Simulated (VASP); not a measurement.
# LiGe2As3 (P-3m1) in VASP: further runs

LiGe2As3 is run at these levels: PBE; tasks: single point, relaxation of cell and atoms.

Everything below comes from runs of VASP 6.6.1. Logs are shortened: lines on timing, memory, paths and dates and some standing lists are left out, and cuts for length are marked.

### 1 The cell of the first run

The structure is trigonal, space group P-3m1 (No. 164). The conventional cell has a = 3.740 Å, b = 3.740 Å, c = 9.903 Å, α = 90.00°, β = 90.00°, γ = 120.00°. Li (site symmetry -3m) has 6 As at 2.85 Å and 6 Li at 3.74 Å and 6 Ge at 3.89 Å within 3.9 Å. Within 3.4 Å of Ge (site symmetry 3m) lie 6 As at 2.56 to 2.76 Å. Within 3.4 Å of As (site symmetry 3m) lie 3 Ge at 2.56 Å and 3 Li at 2.85 Å. Within 3.8 Å of As (site symmetry -3m) lie 6 Ge at 2.76 Å and 12 As at 3.74 to 3.78 Å.

### 2 Single point, PBE

INCAR

```
SYSTEM = LiGe2As3
PREC = Accurate
ENCUT = 520
EDIFF = 1E-6
ISMEAR = 0
SIGMA = 0.1
LREAL = .FALSE.
LASPH = .TRUE.
NELM = 80
ALGO = Normal
ISIF = 2
LWAVE = .FALSE.
LCHARG = .FALSE.
GGA = PE
NBANDS = 32
```

KPOINTS

```
Automatic mesh
0
G
  12 12 4
  0 0 0
```

POSCAR

```
LiGe2As3
1.0
    3.7397618295      0.0000000000      0.0000000000
   -1.8698809148      3.2387287484      0.0000000000
    0.0000000000      0.0000000000      9.9033691705
Li Ge As
1 2 3
Direct
    0.0000000000      0.0000000000      0.0000000000
    0.3333333333      0.6666666667      0.3263063572
    0.6666666667      0.3333333333      0.6736936428
    0.6666666667      0.3333333333      0.1872291856
    0.0000000000      0.0000000000      0.5000000000
    0.3333333333      0.6666666667      0.8127708144
```

Potentials or basis: VASP PAW PBE potentials, release 64 (Li_sv, Ge_d, As).

On the command line:

```sh
> cat potpaw_PBE.64/Li_sv/POTCAR potpaw_PBE.64/Ge_d/POTCAR potpaw_PBE.64/As/POTCAR > POTCAR
> mpirun -np 1 vasp_std > vasp.out
```

OUTCAR:

```text
SYSTEM = LiGe2As3
   PREC = Accurate
   ENCUT = 520
   EDIFF = 1E-6
   ISMEAR = 0
   LREAL = .FALSE.
   LASPH = .TRUE.
   NELM = 80
   ISIF = 2
   GGA = PE

 ion  position               nearest neighbor table
   1  0.000  0.000  0.000-
   2  0.333  0.667  0.326-   4 2.56   4 2.56   4 2.56   5 2.76   5 2.76   5 2.76
   3  0.667  0.333  0.674-   6 2.56   6 2.56   6 2.56   5 2.76   5 2.76   5 2.76
   4  0.667  0.333  0.187-   2 2.56   2 2.56   2 2.56
   5  0.000  0.000  0.500-   2 2.76   3 2.76   2 2.76   3 2.76   3 2.76   2 2.76
   6  0.333  0.667  0.813-   3 2.56   3 2.56   3 2.56

  LATTYP: Found a hexagonal cell.
 ALAT       =     3.7397618295
 C/A-ratio  =     2.6481283092

  Lattice vectors:

 A1 = (   3.7397618295,   0.0000000000,   0.0000000000)
 A2 = (  -1.8698809148,   3.2387287484,   0.0000000000)
 A3 = (   0.0000000000,   0.0000000000,   9.9033691705)

Analysis of symmetry for initial positions (statically):
=====================================================================
 Subroutine PRICEL returns:
 Original cell was already a primitive cell.

 Routine SETGRP: Setting up the symmetry group for a
 hexagonal supercell.

 Subroutine GETGRP returns: Found 12 space group operations
 (whereof 12 operations were pure point group operations)
 out of a pool of 24 trial point group operations.

The static configuration has the point symmetry D_3d.

Analysis of symmetry for dynamics (positions and initial velocities):
=====================================================================
 Subroutine PRICEL returns:
 Original cell was already a primitive cell.

 Routine SETGRP: Setting up the symmetry group for a
 hexagonal supercell.

 Subroutine GETGRP returns: Found 12 space group operations
 (whereof 12 operations were pure point group operations)
 out of a pool of 24 trial point group operations.

The dynamic configuration has the point symmetry D_3d.

 Subroutine INISYM returns: Found 12 space group operations
 (whereof 12 operations are pure point group operations),
 and found     1 'primitive' translations

----------------------------------------------------------------------------------------

                                     Primitive cell

  volume of cell :     119.9503

  direct lattice vectors                    reciprocal lattice vectors
     3.739761829  0.000000000  0.000000000     0.267396707  0.154381561  0.000000000
    -1.869880915  3.238728748  0.000000000     0.000000000  0.308763122  0.000000000
     0.000000000  0.000000000  9.903369170     0.000000000  0.000000000  0.100975737
[... 97 lines left out ...]
   NFREE  =      0    steps in history (QN), initial steepest desc. (CG)
   ISIF   =      2    stress and relaxation
   ISYM   =      2    0-nonsym 1-usesym 2-fastsym
   POTIM  = 0.5000    time-step for ionic-motion
   TEBEG  =    0.0;   TEEND  =   0.0 temperature during run
   PSTRESS=    0.0 pullay stress
   NELECT =      46.0000    total number of electrons
   NUPDOWN=      -1.0000    fix difference up-down
   EMIN   =  10.00;   EMAX   =-10.00  energy-range for DOS
   EFERMI =   0.00;   METHOD = LEGACY
   ISMEAR =     0;   SIGMA  =   0.10  broadening in eV -4-tet -1-fermi 0-gaus
   EFERMI_NEDOS =   21; number of points for ismear=-14 and -15
   IALGO  =     38    algorithm
   IMIX   =      4    mixing-type and parameters
     AMIX     =   0.40;   BMIX     =  1.00
     AMIX_MAG =   1.60;   BMIX_MAG =  1.00
  volume/ion in A,a.u.               =      19.99       134.91
  Fermi-wavevector in a.u.,A,eV,Ry     =   1.189397  2.247635 19.247698  1.414666
  Thomas-Fermi vector in A             =   2.325505
   LORBIT       =      0    0 simple, 1 ext, 2 COOP (PROOUT), +10 PAW based schemes
   GGA     = PE    functional components
   LHFCALC =     F    Hartree Fock is set to
   AEXX    =    0.0000 exact exchange contribution
   IVDW    =     0    specifies the selected vdW correction
   LEPSILON=     F    determine dielectric tensor
   LRPA    =     F    only Hartree local field effects (RPA)
 non-spin polarized calculation
 Gauss-broadening in eV      SIGMA  =   0.10
  energy-cutoff  :      520.00
  volume of cell :      119.95
 maximum number of plane-waves:      3251
   NGX = 13   NGY = 13   NGZ = 37

 number of electron      45.9999995 magnetization

 Free energy of the ion-electron system (eV)
  ---------------------------------------------------
  ext. energy  EPLUGINS =         0.00000000
  ---------------------------------------------------
  free energy    TOTEN  =       -25.10214153 eV

  energy without entropy =      -25.08305974  energy(sigma->0) =      -25.09260064

 E-fermi :   4.6855     XC(G=0):  -9.9467

 val. band max:        4.6830997562   @ k =   0.5000   0.0000   0.2500
 cond. band min:       4.6876722344   @ k =   0.0833   0.0833   0.2500
 fundamental gap:      0.0045724782
 Fermi energy:         4.6854982946

 k-point     1 :       0.0000    0.0000    0.0000
  band No.  band energies     occupation
      1     -41.8178      2.00000
      2     -19.9158      2.00000
      3     -19.9158      2.00000
      4     -19.9145      2.00000
      5     -19.9145      2.00000
      6     -19.8984      2.00000
[... 829 lines left out ...]
     31      10.1040      0.00000
     32      10.4359      0.00000

 [... further k-points ...]

------------------------ aborting loop because EDIFF is reached ----------------------------------------

  FORCE on cell =-STRESS in cart. coord.  units (eV):
  Direction    XX          YY          ZZ          XY          YZ          ZX
  --------------------------------------------------------------------------------------
  -------------------------------------------------------------------------------------
  Total        0.0766643      0.0766643      0.0626664     -0.0000000     -0.0000000      0.0000000
  in kB        1.0240054      1.0240054      0.8370352     -0.0000000     -0.0000000      0.0000000
  external PRESSURE =       0.9616820 kB  Pullay stress =       0.0000000 kB

 VOLUME and BASIS-vectors are now :
 -----------------------------------------------------------------------------
  energy-cutoff  :      520.00
  volume of cell :      119.95
      direct lattice vectors                 reciprocal lattice vectors
     3.739761829  0.000000000  0.000000000     0.267396707  0.154381561  0.000000000
    -1.869880915  3.238728748  0.000000000     0.000000000  0.308763122  0.000000000
     0.000000000  0.000000000  9.903369170     0.000000000  0.000000000  0.100975737

 POSITION                                       TOTAL-FORCE (eV/Angst)
 -----------------------------------------------------------------------------------
      0.00000      0.00000      0.00000         0.000000     -0.000000      0.000000
     -0.00000      2.15915      3.23153         0.000000      0.000000      0.013509
      1.86988      1.07958      6.67184        -0.000000     -0.000000     -0.013509
      1.86988      1.07958      1.85420         0.000000     -0.000000     -0.019464
      0.00000      0.00000      4.95168         0.000000     -0.000000      0.000000
     -0.00000      2.15915      8.04917         0.000000      0.000000      0.019464
 -----------------------------------------------------------------------------------
    total drift:                                0.000000     -0.000000      0.000000

  FREE ENERGIE OF THE ION-ELECTRON SYSTEM (eV)
  ---------------------------------------------------
  free  energy   TOTEN  =       -25.1021415301 eV

  energy  without entropy=      -25.0830597416  energy(sigma->0) =      -25.09260064
```

OSZICAR:

```text
N       E                     dE             d eps       ncg     rms          rms(c)
DAV:   1     0.385049936553E+03    0.38505E+03   -0.20634E+04  5416   0.266E+03
DAV:   2     0.390360028213E+02   -0.34601E+03   -0.32841E+03  4504   0.724E+02
DAV:   3    -0.214740201048E+02   -0.60510E+02   -0.59017E+02  5416   0.159E+02
DAV:   4    -0.251383573442E+02   -0.36643E+01   -0.36436E+01  6352   0.427E+01
DAV:   5    -0.252979186483E+02   -0.15956E+00   -0.15941E+00  6680   0.813E+00    0.424E+00
DAV:   6    -0.251127942666E+02    0.18512E+00   -0.10157E+00  6464   0.572E+00    0.250E+00
DAV:   7    -0.250994072457E+02    0.13387E-01   -0.21828E-01  5656   0.180E+00    0.154E+00
DAV:   8    -0.251018388698E+02   -0.24316E-02   -0.35471E-02  6024   0.803E-01    0.208E-01
DAV:   9    -0.251018423718E+02   -0.35020E-05   -0.48091E-03  6680   0.313E-01    0.114E-01
DAV:  10    -0.251020986511E+02   -0.25628E-03   -0.99019E-04  5376   0.132E-01    0.381E-02
DAV:  11    -0.251021315918E+02   -0.32941E-04   -0.91051E-05  5936   0.755E-02    0.197E-02
DAV:  12    -0.251021416555E+02   -0.10064E-04   -0.16830E-05  4776   0.205E-02    0.387E-03
DAV:  13    -0.251021415301E+02    0.12539E-06   -0.16399E-06  3760   0.111E-02
   1 F= -.25102142E+02 E0= -.25092601E+02  d E =-.190818E-01
```

It took 2.2 min on 1 thread of Intel Xeon 6975P-C (Granite Rapids), shared host; peak memory 0.39 GiB.

Results:

* Free energy: -25.1021 eV
* Largest force: 0.019 eV/Å
* Band gap on the k mesh: zero (bands 23 and 24 overlap by 0.92 eV)

Forces on the atoms (eV/Å):
```
Li   0.000  0.000  0.000
Ge   0.000  0.000  0.014
Ge   0.000  0.000 -0.014
As   0.000  0.000 -0.019
As   0.000  0.000  0.000
As   0.000  0.000  0.019
```

Caveat: the cutoff is under 1.25 times the usual one of these potentials, so pressure, stress and relaxed cells hold a basis-set (Pulay) error.

### 3 Relaxation of cell and atoms, PBE

This run uses another cell than the first one, of 19.90 Å³/atom.

INCAR

```
ALGO     = Normal         # electronic algorithm
EDIFF    = 1E-7           # SCF threshold, eV
EDIFFG   = -0.01          # ionic threshold
ENCUT    = 600            # plane-wave cutoff, eV
GGA      = PE             # functional
IBRION   = 2              # ionic algorithm
ISIF     = 3              # what is computed and relaxed
ISMEAR   = 0              # smearing method
LASPH    = T              # aspherical terms in the spheres
LCHARG   = F              # write CHGCAR
LREAL    = F              # projectors in reciprocal space
LWAVE    = F              # write WAVECAR
NELM     = 100            # most SCF steps
NSW      = 100            # ionic steps
PREC     = Accurate       # precision mode
SIGMA    = 0.1            # smearing width, eV
```

KPOINTS

```
k-points
0
Gamma
  12 12 4
```

POSCAR

```
LiGe2As3
1.0
    3.6844612127      0.0000000000      0.0000000000
   -1.8422306064      3.1908370095      0.0000000000
    0.0000000000      0.0000000000     10.1566337670
Li Ge As
1 2 3
Direct
    0.0000000000      0.0000000000      0.0000000000
    0.3333333333      0.6666666667      0.3265165792
    0.6666666667      0.3333333333      0.6734834208
    0.6666666667      0.3333333333      0.1838616695
    0.0000000000      0.0000000000      0.5000000000
    0.3333333333      0.6666666667      0.8161383305
```

Potentials or basis: VASP PAW PBE potentials, release 64 (Li_sv, Ge_d, As).

On the command line:

```sh
> cat potpaw_PBE.64/Li_sv/POTCAR potpaw_PBE.64/Ge_d/POTCAR potpaw_PBE.64/As/POTCAR > POTCAR
> mpirun -np 1 vasp_std > vasp.out
```

It took 14 min on 1 thread of Intel Xeon 6975P-C (Granite Rapids), shared host; peak memory 0.45 GiB.

The run converged. Its results:

```yaml
Free_energy: -25.1019 eV
Relaxed_volume: 19.99 Å³/atom
Relaxed_cell: a = 3.741 Å, b = 3.741 Å, c = 9.893 Å, α = 90.00°, β = 90.00°, γ = 120.00°
Space_group_after_relaxing_to_0.1_Å: P-3m1 (No. 164)
Energy_gained_by_relaxing: 4.2 meV/atom
Ionic_steps: 8
Pressure_after_relaxing: 0.1 GPa
Largest_force_after_relaxing: 0.005 eV/Å
Band_gap_on_the_k_mesh: zero (bands 23 and 24 overlap by 0.92 eV)
```

Forces on the atoms (eV/Å):
```
Li   0.000  0.000  0.000
Ge   0.000  0.000  0.005
Ge   0.000  0.000 -0.005
As   0.000  0.000  0.002
As   0.000  0.000  0.000
As   0.000  0.000 -0.002
```

The path:
```tsv
step	energy change (eV)	largest force (eV/Å)	pressure (GPa)	volume (Å³)
1	0.0000	0.1528	0.02	119.41
2	-0.0087	0.1360	0.11	119.45
3	-0.0233	0.0730	0.37	119.56
4	-0.0239	0.0401	-0.35	120.85
5	-0.0245	0.0537	-0.07	120.31
6	-0.0249	0.0280	-0.05	120.19
7	-0.0251	0.0171	-0.03	120.05
8	-0.0252	0.0046	0.05	119.92
```

Final structure:
```cif
data_structure
_symmetry_space_group_name_H-M 'P 1'
_symmetry_Int_Tables_number 1
_cell_length_a 3.7411
_cell_length_b 3.7411
_cell_length_c 9.8934
_cell_angle_alpha 90.000
_cell_angle_beta 90.000
_cell_angle_gamma 120.000
_cell_volume 119.92
loop_
_atom_site_label
_atom_site_type_symbol
_atom_site_fract_x
_atom_site_fract_y
_atom_site_fract_z
_atom_site_occupancy
Li1 Li 0.00000 0.00000 0.00000 1
Ge1 Ge 0.33333 0.66667 0.32611 1
Ge2 Ge 0.66667 0.33333 0.67389 1
As1 As 0.66667 0.33333 0.18666 1
As2 As 0.00000 0.00000 0.50000 1
As3 As 0.33333 0.66667 0.81334 1
```

Levels at points of the mesh, in eV from the Fermi level:
| k point | band 20 | band 21 | band 22 | band 23 | band 24 | band 25 | band 26 | band 27 |
| --- | --- | --- | --- | --- | --- | --- | --- | --- |
| (0.00, 0.00, 0.00) | -0.17 | -0.17 | -0.10 | 0.36 | 0.36 | 1.83 | 2.63 | 2.92 |
| (0.50, 0.00, 0.00) | -2.71 | -1.77 | -1.62 | -1.33 | -0.12 | 0.43 | 2.40 | 3.37 |
| (0.00, 0.00, 0.50) | -0.11 | -0.11 | 0.33 | 0.33 | 1.23 | 1.50 | 2.57 | 2.85 |
| (0.50, 0.00, 0.50) | -2.65 | -1.92 | -1.35 | -0.13 | 0.09 | 0.11 | 2.42 | 2.53 |

Caveat: the cutoff is under 1.25 times the usual one of these potentials, so pressure, stress and relaxed cells hold a basis-set (Pulay) error.
